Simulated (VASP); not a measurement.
# InSb (I4/mmm) in VASP: notebook

Runs on InSb. Level: r2SCAN. Tasks: single point.

Everything below comes from runs of VASP 6.6.1. Logs are shortened: lines on timing, memory, paths and dates and some standing lists are left out, and cuts for length are marked.

## Step 1: The cell of the first run

The structure is tetragonal, space group I4/mmm (No. 139). The conventional cell has a = 4.879 Å, b = 4.879 Å, c = 4.878 Å, α = 90.00°, β = 90.00°, γ = 90.00°. Within 3.2 Å of In (site symmetry 4/mmm) lie 2 Sb at 2.44 Å. Within 3.2 Å of Sb (site symmetry 4/mmm) lie 2 In at 2.44 Å.

## Step 2: Single point, r2SCAN

POSCAR reads:

```
InSb
1.0
    0.0000000000      3.4500753731      2.4392032888
    3.4500753731      0.0000000000      2.4392032888
    3.4500753731      3.4500753731      0.0000000000
In Sb
1 1
Direct
    0.0000000000      0.0000000000      0.0000000000
    0.5000000000      0.5000000000      0.5000000000
```

INCAR.step1 reads:

```
SYSTEM = InSb
PREC = Accurate
ENCUT = 520
ISMEAR = 0
SIGMA = 0.15
LREAL = .False.
LASPH = .True.
NELM = 100
NBANDS = 16
GGA = PE
ALGO = Normal
EDIFF = 1E-4
LWAVE = .True.
LCHARG = .False.
```

INCAR.step2 reads:

```
SYSTEM = InSb
PREC = Accurate
ENCUT = 520
EDIFF = 1E-6
ISMEAR = 0
SIGMA = 0.15
LREAL = .False.
LASPH = .True.
NELM = 100
ALGO = Normal
ISIF = 2
LWAVE = .False.
LCHARG = .False.
METAGGA = R2SCAN
LMIXTAU = .True.
NBANDS = 16
ISTART = 1
```

KPOINTS reads:

```
regular mesh
0
Gamma
  6 6 6
  0 0 0
```

Potentials or basis: VASP PAW PBE potentials, release 64 (In_d, Sb).

Started as:

```bash
$ cat potpaw_PBE.64/In_d/POTCAR potpaw_PBE.64/Sb/POTCAR > POTCAR
$ cp INCAR.step1 INCAR
$ mpirun -np 1 vasp_std > vasp.out
$ cp INCAR.step2 INCAR
$ mpirun -np 1 vasp_std > vasp.out
```

OUTCAR:

```text
SYSTEM = InSb
   PREC = Accurate
   ENCUT = 520
   EDIFF = 1E-6
   ISMEAR = 0
   LREAL = .False.
   LASPH = .True.
   NELM = 100
   ISIF = 2
   METAGGA = R2SCAN
   ISTART = 1

 ion  position               nearest neighbor table
   1  0.000  0.000  0.000-   2 2.44   2 2.44   2 3.45   2 3.45   2 3.45   2 3.45
   2  0.500  0.500  0.500-   1 2.44   1 2.44   1 3.45   1 3.45   1 3.45   1 3.45

  LATTYP: Found a body centered tetragonal cell.
 ALAT       =     4.8791433838
 C/A-ratio  =     0.9998489886

  Lattice vectors:

 A1 = (   0.0000000000,  -3.4500753731,  -2.4392032888)
 A2 = (   0.0000000000,   3.4500753731,  -2.4392032888)
 A3 = (   3.4500753731,   0.0000000000,   2.4392032888)

Analysis of symmetry for initial positions (statically):
=====================================================================
 Subroutine PRICEL returns:
 Original cell was already a primitive cell.

 Routine SETGRP: Setting up the symmetry group for a
 body centered tetragonal supercell.

 Subroutine GETGRP returns: Found 16 space group operations
 (whereof 16 operations were pure point group operations)
 out of a pool of 16 trial point group operations.

The static configuration has the point symmetry D_4h.

Analysis of symmetry for dynamics (positions and initial velocities):
=====================================================================
 Subroutine PRICEL returns:
 Original cell was already a primitive cell.

 Routine SETGRP: Setting up the symmetry group for a
 body centered tetragonal supercell.

 Subroutine GETGRP returns: Found 16 space group operations
 (whereof 16 operations were pure point group operations)
 out of a pool of 16 trial point group operations.

The dynamic configuration has the point symmetry D_4h.

 Subroutine INISYM returns: Found 16 space group operations
 (whereof 16 operations are pure point group operations),
 and found     1 'primitive' translations

----------------------------------------------------------------------------------------

                                     Primitive cell

  volume of cell :      58.0678

  direct lattice vectors                    reciprocal lattice vectors
     0.000000000  3.450075373  2.439203289    -0.144924370  0.144924370  0.204984965
     3.450075373  0.000000000  2.439203289     0.144924370 -0.144924370  0.204984965
     3.450075373  3.450075373  0.000000000     0.144924370  0.144924370 -0.204984965

  length of vectors
     4.225249432  4.225249432  4.879143384     0.289870629  0.289870629  0.289870629

  position of ions in fractional coordinates (direct lattice)
     0.000000000  0.000000000  0.000000000
     0.500000000  0.500000000  0.500000000

  ion indices of the primitive-cell ions
   primitive index   ion index
                 1           1
                 2           2

----------------------------------------------------------------------------------------

 KPOINTS: regular mesh

Automatic generation of k-mesh.
 Grid dimensions read from file:
 generate k-points for:    6    6    6

 Generating k-lattice:

  Cartesian coordinates                     Fractional coordinates (reciprocal lattice)
    -0.024154062  0.024154062  0.034164161     0.166666667  0.000000000  0.000000000
     0.024154062 -0.024154062  0.034164161     0.000000000  0.166666667  0.000000000
     0.024154062  0.024154062 -0.034164161     0.000000000  0.000000000  0.166666667

  Length of vectors
     0.048311772  0.048311772  0.048311772

  Shift w.r.t. Gamma in fractional coordinates (k-lattice)
     0.000000000  0.000000000  0.000000000

 Subroutine IBZKPT returns following result:
 ===========================================

 Found     30 irreducible k-points:

 Following reciprocal coordinates:
            Coordinates               Weight
  0.000000  0.000000  0.000000      1.000000
  0.166667 -0.000000  0.000000      8.000000
  0.333333  0.000000  0.000000      8.000000
  0.500000  0.000000  0.000000      4.000000
  0.166667  0.166667  0.000000      2.000000
  0.333333  0.166667  0.000000      8.000000
[... 16 lines left out ...]
  0.333333  0.000000  0.333333      4.000000
  0.500000 -0.000000  0.333333     16.000000
 [... further k-points ...]
   k-points           NKPTS =     30   k-points in BZ     NKDIM =     30   number of bands    NBANDS=     16
   number of dos      NEDOS =    301   number of ions     NIONS =      2
   total plane-waves  NPLWV =  36864
   dimension x,y,z NGX =    32 NGY =   32 NGZ =   36
   dimension x,y,z NGXF=    64 NGYF=   64 NGZF=   72
   ions per type =               1   1
   NGX,Y,Z   is equivalent  to a cutoff of  12.59, 12.59, 12.27 a.u.
   NGXF,Y,Z  is equivalent  to a cutoff of  25.18, 25.18, 24.53 a.u.
 SYSTEM =  InSb
   PREC   = accura    normal or accurate (medium, high low for compatibility)
   ISTART =      1    job   : 0-new  1-cont  2-samecut
   ICHARG =      0    charge: 1-file 2-atom 10-const
   ISPIN  =      1    spin polarized calculation?
   LNONCOLLINEAR =      F non collinear calculations
   LSORBIT =      F    spin-orbit coupling
   LASPH  =      T    aspherical Exc in radial PAW
   ENCUT  =  520.0 eV  38.22 Ry    6.18 a.u.   7.86  7.86  9.07*2*pi/ulx,y,z
   NELM   =    100;   NELMIN=  2; NELMDL=  0     # of ELM steps
   EDIFF  = 0.1E-05   stopping-criterion for ELM
   LREAL  =      F    real-space projection
   EDIFFG = 0.1E-04   stopping-criterion for IOM
   NSW    =      0    number of steps for IOM
   IBRION =     -1    ionic relax: 0-MD 1-quasi-New 2-CG
   NFREE  =      0    steps in history (QN), initial steepest desc. (CG)
   ISIF   =      2    stress and relaxation
   ISYM   =      2    0-nonsym 1-usesym 2-fastsym
   POTIM  = 0.5000    time-step for ionic-motion
   TEBEG  =    0.0;   TEEND  =   0.0 temperature during run
   PSTRESS=    0.0 pullay stress
   NELECT =      18.0000    total number of electrons
   NUPDOWN=      -1.0000    fix difference up-down
   EMIN   =  10.00;   EMAX   =-10.00  energy-range for DOS
   EFERMI =   0.00;   METHOD = LEGACY
   ISMEAR =     0;   SIGMA  =   0.15  broadening in eV -4-tet -1-fermi 0-gaus
   EFERMI_NEDOS =   21; number of points for ismear=-14 and -15
   IALGO  =     38    algorithm
   IMIX   =      4    mixing-type and parameters
     AMIX     =   0.40;   BMIX     =  1.00
     AMIX_MAG =   1.60;   BMIX_MAG =  1.00
  volume/ion in A,a.u.               =      29.03       195.93
  Fermi-wavevector in a.u.,A,eV,Ry     =   1.107951  2.093724 16.701910  1.227556
  Thomas-Fermi vector in A             =   2.244472
   LORBIT       =      0    0 simple, 1 ext, 2 COOP (PROOUT), +10 PAW based schemes
   METAGGA = R2SCAN    functional components
   LHFCALC =     F    Hartree Fock is set to
   AEXX    =    0.0000 exact exchange contribution
   IVDW    =     0    specifies the selected vdW correction
   LEPSILON=     F    determine dielectric tensor
   LRPA    =     F    only Hartree local field effects (RPA)
 non-spin polarized calculation
 Gauss-broadening in eV      SIGMA  =   0.15
  energy-cutoff  :      520.00
  volume of cell :       58.07
 maximum number of plane-waves:      1579
   NGX = 15   NGY = 15   NGZ = 19

 number of electron      18.0000004 magnetization

 Free energy of the ion-electron system (eV)
  ---------------------------------------------------
  ext. energy  EPLUGINS =         0.00000000
  ---------------------------------------------------
  free energy    TOTEN  =       -46.43694954 eV

  energy without entropy =      -46.42310701  energy(sigma->0) =      -46.43002828

 E-fermi :   6.6136     XC(G=0): -10.1338

 val. band max:        6.5105931083   @ k =   0.3333   0.0000   0.1667
 cond. band min:       6.6446848505   @ k =   0.1667  -0.0000   0.0000
 fundamental gap:      0.1340917422
 Fermi energy:         6.6135590230

 k-point     1 :       0.0000    0.0000    0.0000
  band No.  band energies     occupation
      1      -9.7144      2.00000
      2      -9.2177      2.00000
      3      -9.2177      2.00000
      4      -9.0682      2.00000
      5      -9.0218      2.00000
      6      -5.0763      2.00000
[... 8 lines left out ...]
     15      13.2040      0.00000
     16      13.3674      0.00000

 k-point     2 :       0.1667   -0.0000    0.0000
  band No.  band energies     occupation
      1      -9.7031      2.00000
      2      -9.2214      2.00000
      3      -9.2211      2.00000
      4      -9.0631      2.00000
      5      -9.0242      2.00000
      6      -4.8252      2.00000
[... 8 lines left out ...]
     15      14.3516      0.00000
     16      14.7919      0.00000

 k-point     3 :       0.3333    0.0000    0.0000
  band No.  band energies     occupation
      1      -9.6854      2.00000
      2      -9.2314      2.00000
      3      -9.2299      2.00000
      4      -9.0491      2.00000
      5      -9.0289      2.00000
      6      -4.1068      2.00000
[... 8 lines left out ...]
     15      16.6109      0.00000
     16      16.6978      0.00000

 k-point     4 :       0.5000    0.0000    0.0000
  band No.  band energies     occupation
      1      -9.6787      2.00000
      2      -9.2378      2.00000
      3      -9.2348      2.00000
      4      -9.0407      2.00000
      5      -9.0311      2.00000
      6      -3.4772      2.00000
[... 8 lines left out ...]
     15      15.7192      0.00000
     16      19.4348      0.00000

 k-point     5 :       0.1667    0.1667    0.0000
  band No.  band energies     occupation
      1      -9.6719      2.00000
      2      -9.2324      2.00000
      3      -9.2323      2.00000
      4      -9.0557      2.00000
      5      -9.0299      2.00000
      6      -4.6167      2.00000
[... 8 lines left out ...]
     15      13.7156      0.00000
     16      16.1520      0.00000

 k-point     6 :       0.3333    0.1667    0.0000
  band No.  band energies     occupation
      1      -9.6805      2.00000
      2      -9.2312      2.00000
      3      -9.2304      2.00000
      4      -9.0425      2.00000
      5      -9.0362      2.00000
      6      -3.8414      2.00000
[... 8 lines left out ...]
     15      15.5110      0.00000
     16      16.1332      0.00000

 k-point     7 :       0.5000    0.1667    0.0000
  band No.  band energies     occupation
      1      -9.7159      2.00000
      2      -9.2189      2.00000
      3      -9.2175      2.00000
      4      -9.0369      2.00000
      5      -9.0365      2.00000
      6      -3.1558      2.00000
[... 8 lines left out ...]
     15      18.2303      0.00000
     16      18.6751      0.00000

 k-point     8 :      -0.3333    0.1667    0.0000
  band No.  band energies     occupation
      1      -9.7416      2.00000
      2      -9.2052      2.00000
      3      -9.2040      2.00000
      4      -9.0476      2.00000
      5      -9.0315      2.00000
      6      -3.7546      2.00000
[... 8 lines left out ...]
     15      15.6697      0.00000
     16      18.2137      0.00000

 k-point     9 :      -0.1667    0.1667    0.0000
  band No.  band energies     occupation
      1      -9.7372      2.00000
      2      -9.2073      2.00000
      3      -9.2048      2.00000
      4      -9.0612      2.00000
      5      -9.0252      2.00000
      6      -4.4924      2.00000
[... 8 lines left out ...]
     15      16.1465      0.00000
     16      16.4873      0.00000
[... 172 lines left out ...]
 k-point    19 :       0.5000    0.3333    0.1667
  band No.  band energies     occupation
      1      -9.7244      2.00000
      2      -9.2184      2.00000
      3      -9.2074      2.00000
      4      -9.0406      2.00000
      5      -9.0348      2.00000
      6      -3.0103      2.00000
[... 8 lines left out ...]
     15      17.9672      0.00000
     16      18.6963      0.00000

 k-point    20 :      -0.3333    0.3333    0.1667
  band No.  band energies     occupation
      1      -9.7633      2.00000
      2      -9.2071      2.00000
      3      -9.1815      2.00000
      4      -9.0393      2.00000
      5      -9.0375      2.00000
      6      -3.0390      2.00000
[... 8 lines left out ...]
     15      17.7347      0.00000
     16      19.5050      0.00000

 k-point    21 :      -0.1667    0.3333    0.1667
  band No.  band energies     occupation
      1      -9.7634      2.00000
      2      -9.2102      2.00000
      3      -9.1773      2.00000
      4      -9.0517      2.00000
      5      -9.0300      2.00000
      6      -3.7386      2.00000
[... 8 lines left out ...]
     15      15.7490      0.00000
     16      17.4707      0.00000

 k-point    22 :      -0.3333    0.5000    0.1667
  band No.  band energies     occupation
      1      -9.8026      2.00000
      2      -9.1819      2.00000
      3      -9.1652      2.00000
      4      -9.0468      2.00000
      5      -9.0277      2.00000
      6      -2.5019      2.00000
[... 8 lines left out ...]
     15      17.8947      0.00000
     16      18.6175      0.00000

 k-point    23 :       0.3333    0.0000    0.3333
  band No.  band energies     occupation
      1      -9.7528      2.00000
      2      -9.2248      2.00000
      3      -9.1758      2.00000
      4      -9.0586      2.00000
      5      -9.0241      2.00000
      6      -4.0172      2.00000
[... 8 lines left out ...]
     15      16.2845      0.00000
     16      17.6908      0.00000

 k-point    24 :       0.5000   -0.0000    0.3333
  band No.  band energies     occupation
      1      -9.7448      2.00000
      2      -9.2285      2.00000
      3      -9.1797      2.00000
      4      -9.0548      2.00000
      5      -9.0265      2.00000
      6      -3.5105      2.00000
[... 8 lines left out ...]
     15      16.2371      0.00000
     16      18.3513      0.00000

 [... further k-points ...]

------------------------ aborting loop because EDIFF is reached ----------------------------------------

  FORCE on cell =-STRESS in cart. coord.  units (eV):
  Direction    XX          YY          ZZ          XY          YZ          ZX
  --------------------------------------------------------------------------------------
  -------------------------------------------------------------------------------------
  Total       -1.4822816     -1.4822816     19.6425604      0.0000000      0.0000000      0.0000000
  in kB      -40.8983831    -40.8983831    541.9678444      0.0000000      0.0000000      0.0000000
  external PRESSURE =     153.3903594 kB  Pullay stress =       0.0000000 kB

 VOLUME and BASIS-vectors are now :
 -----------------------------------------------------------------------------
  energy-cutoff  :      520.00
  volume of cell :       58.07
      direct lattice vectors                 reciprocal lattice vectors
     0.000000000  3.450075373  2.439203289    -0.144924370  0.144924370  0.204984965
     3.450075373  0.000000000  2.439203289     0.144924370 -0.144924370  0.204984965
     3.450075373  3.450075373  0.000000000     0.144924370  0.144924370 -0.204984965

 POSITION                                       TOTAL-FORCE (eV/Angst)
 -----------------------------------------------------------------------------------
      0.00000      0.00000      0.00000         0.000000     -0.000000      0.000000
      3.45008      3.45008      2.43920        -0.000000      0.000000      0.000000
 -----------------------------------------------------------------------------------
    total drift:                                0.000000     -0.000000     -0.000000

  FREE ENERGIE OF THE ION-ELECTRON SYSTEM (eV)
  ---------------------------------------------------
  free  energy   TOTEN  =       -46.4369495379 eV

  energy  without entropy=      -46.4231070134  energy(sigma->0) =      -46.43002828
```

Run time: 2.4 min. Hardware: 1 thread of AMD EPYC 7R13, shared host; peak memory 0.18 GiB.

What came out:

| Item | Value |
| --- | --- |
| Free energy | -46.4369 eV |
| Pressure | 15.3 GPa |
| Band gap on the k mesh | zero (bands 9 and 10 overlap by 3.71 eV) |

Stress tensor (GPa, compression positive):
```
-4.09  0.00  0.00
 0.00 -4.09  0.00
 0.00  0.00 54.20
```

Caveat: the stress differs along the axes, from -4 to 54 GPa; the PAW data sets were made with another functional, which shifts forces and pressure a little; spin-orbit coupling is left out, which moves the levels of the heavy elements.

## Step 3: Single point, r2SCAN

This run uses another cell than the first one, of the same volume but with other edges.

POSCAR reads:

```
InSb
1.0
    0.0000000000      2.7383266383      3.8719938666
    2.7383266383      0.0000000000      3.8719938666
    2.7383266383      2.7383266383      0.0000000000
In Sb
1 1
Direct
    0.0000000000      0.0000000000      0.0000000000
    0.5000000000      0.5000000000      0.5000000000
```

INCAR.step1 reads:

```
ALGO = Normal
EDIFF = 1E-4
ENCUT = 520
GGA = PE
ISMEAR = 0
LASPH = T
LCHARG = F
LREAL = F
LWAVE = T
NBANDS = 16
NELM = 60
PREC = Accurate
SIGMA = 0.15
```

INCAR.step2 reads:

```
ALGO = Normal
EDIFF = 1E-6
ENCUT = 520
ISIF = 2
ISMEAR = 0
ISTART = 1
LASPH = T
LCHARG = F
LMIXTAU = T
LREAL = F
LWAVE = F
METAGGA = R2SCAN
NBANDS = 16
NELM = 60
PREC = Accurate
SIGMA = 0.15
```

KPOINTS reads:

```
k-points
0
Gamma
  6 6 6
```

Potentials or basis: VASP PAW PBE potentials, release 64 (In_d, Sb).

Started as:

```bash
$ cat potpaw_PBE.64/In_d/POTCAR potpaw_PBE.64/Sb/POTCAR > POTCAR
$ cp INCAR.step1 INCAR
$ mpirun -np 1 vasp_std > vasp.out
$ cp INCAR.step2 INCAR
$ mpirun -np 1 vasp_std > vasp.out
```

Run time: 3.3 min. Hardware: 1 thread of AMD EPYC 7R13, shared host; peak memory 0.18 GiB.

The run converged. Its results:

- Free energy: -47.5292 eV
- Pressure: 9.9 GPa
- Band gap on the k mesh: zero (bands 9 and 10 overlap by 2.18 eV)

Stress tensor (GPa, compression positive):
```
16.67  0.00  0.00
 0.00 16.67  0.00
 0.00  0.00 -3.70
```

Levels at points of the mesh, in eV from the Fermi level:
| k point | band 7 | band 8 | band 9 | band 10 | band 11 | band 12 |
| --- | --- | --- | --- | --- | --- | --- |
| (0.00, 0.00, 0.00) | -1.02 | -1.02 | -0.52 | 0.86 | 4.45 | 4.68 |
| (0.50, 0.00, 0.00) | -7.26 | -0.73 | 0.99 | 1.41 | 3.74 | 4.29 |
| (0.50, 0.50, 0.00) | -4.40 | -1.56 | -1.56 | -0.25 | 4.59 | 8.18 |
| (0.50, 0.00, 0.50) | -5.05 | -4.44 | -3.86 | -0.69 | 3.74 | 4.44 |

Caveat: the stress differs along the axes, from -4 to 17 GPa; the PAW data sets were made with another functional, which shifts forces and pressure a little; spin-orbit coupling is left out, which moves the levels of the heavy elements.

The gap in the log of VASP goes by the Fermi energy; the results here count the filled bands.